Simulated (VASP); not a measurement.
A run of VASP 6.6.1:

INCAR

```
PREC = Accurate ; ENCUT = 600
EDIFF = 1E-6 ; ISMEAR = 0
SIGMA = 0.1 ; LREAL = F
LASPH = T ; NELM = 200
ALGO = Normal ; ISIF = 2
LWAVE = F ; LCHARG = F
GGA = PE ; NBANDS = 24
GGA_COMPAT = F ; LMAXMIX = 6
```

The input KPOINTS:

```
regular mesh
0
Gamma
  4 4 4
```

Contents of POSCAR:

```
Er3O
1.0
    4.5517753046      0.0000000000      0.0000000000
    0.0000000000      4.5517753046      0.0000000000
    0.0000000000      0.0000000000      4.5517753046
Er O
3 1
Direct
    0.0000000000      0.5000000000      0.5000000000
    0.5000000000      0.0000000000      0.5000000000
    0.5000000000      0.5000000000      0.0000000000
    0.0000000000      0.0000000000      0.0000000000
```

Potentials or basis: VASP PAW PBE potentials, release 64 (Er_3, O), 4f in core.

Command:

```sh
$ cat potpaw_PBE.64/Er_3/POTCAR potpaw_PBE.64/O/POTCAR > POTCAR
$ mpirun -np 1 vasp_std > vasp.out
```

Hardware: 1 thread of Intel(R) Xeon(R) Platinum 8488C (Sapphire Rapids), with other jobs on the host.

**Question.** Estimate the wall time of this run.

**Answer.** It took 31 s on 1 thread of Intel(R) Xeon(R) Platinum 8488C (Sapphire Rapids) (shared host), peak memory 0.21 GiB. Counts: scf iterations 14, k points 10.
